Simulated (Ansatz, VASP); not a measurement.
One calculation of Al3GaN4, two programs

The input INCAR:

```
SYSTEM = Al3GaN4
PREC = Accurate
ENCUT = 520
EDIFF = 1E-6
ISMEAR = 0
SIGMA = 0.05
LREAL = .False.
LASPH = .True.
NELM = 60
ALGO = Normal
ISIF = 2
LWAVE = .False.
LCHARG = .False.
GGA = PS
NBANDS = 31
```

The input KPOINTS:

```
regular mesh
0
Gamma
  6 8 4
  0 0 0
```

The input POSCAR:

```
Al3GaN4
1.0
    5.0434079743      0.0000000000      0.0001149899
    0.0000000000      3.1300738979      0.0000000000
   -0.0032362578      0.0000000000      5.4179919454
Al Ga N
3 1 4
Direct
    0.5002300429      0.5000000000      0.1673295662
    0.0009207031      0.5000000000      0.8348055926
    0.0010880657      0.0000000000      0.3316926346
    0.5309676485     -0.0508291596      0.6662002323
    0.1111724737      0.0000000000      0.6663292504
    0.1224543244      0.5000000000      0.1671578642
    0.6251234792      0.5000000000      0.8401923549
    0.6231881982      0.0000000000      0.3262928352
```

Input for Ansatz:

```yaml
crystal:
  lattice:
    - [5.0434079743, 0.0, 0.0001149899]
    - [0.0, 3.1300738979, 0.0]
    - [-0.0032362578, 0.0, 5.4179919454]
  atoms:
    - { symbol: Al, position: [0.5002300429, 0.5, 0.1673295662] }
    - { symbol: Al, position: [0.0009207031, 0.5, 0.8348055926] }
    - { symbol: Al, position: [0.0010880657, 0.0, 0.3316926346] }
    - { symbol: Ga, position: [0.5309676485, -0.0508291596, 0.6662002323] }
    - { symbol: "N", position: [0.1111724737, 0.0, 0.6663292504] }
    - { symbol: "N", position: [0.1224543244, 0.5, 0.1671578642] }
    - { symbol: "N", position: [0.6251234792, 0.5, 0.8401923549] }
    - { symbol: "N", position: [0.6231881982, 0.0, 0.3262928352] }
basis:
  ecutwfc: 420
kpoints:
  mp_grid: { grid: [6, 8, 4] }
hamiltonian:
  xc: pbesol
scf:
  occupations: { method: gaussian, width: 0.05 }
output:
  forces: true
  stress: true
  eigenvalues: true
```

Change from the starting cell: all Ga atoms moved +0.225 Å, as atom 4 along Cartesian [1 -1 0].

Alike in both runs: task single point; functional PBEsol; k mesh 6 × 8 × 4; occupations gaussian, width 0.05 eV; no spin polarisation.

|  | VASP | Ansatz |
| --- | --- | --- |
| version | VASP 6.6.1 | Ansatz 0.2.0 |
| potentials or method | VASP PAW PBE potentials, release 64 (Al, Ga_d, N), cutoff 520 eV | scalar-relativistic, plane waves, PAW |
| valence electrons in the cell | 42 | 42 |

```tsv
	VASP	Ansatz	Ansatz less VASP
gap on the k mesh at the Fermi level (eV)	3.35	3.33	-0.015
least direct gap on the mesh (eV)	3.35	3.33	-0.015
pressure (GPa)	1.7	1.8	+0.12
traceless stress, the component that is largest in VASP (GPa)	-4.27	-4.36	-0.092
rms of the force components (eV/Å)	1.038	1.054	+0.0169
```

VASP's potentials were made for PBE, not for PBEsol. Atom by atom the forces differ by 0.018 eV/Å (rms over components).
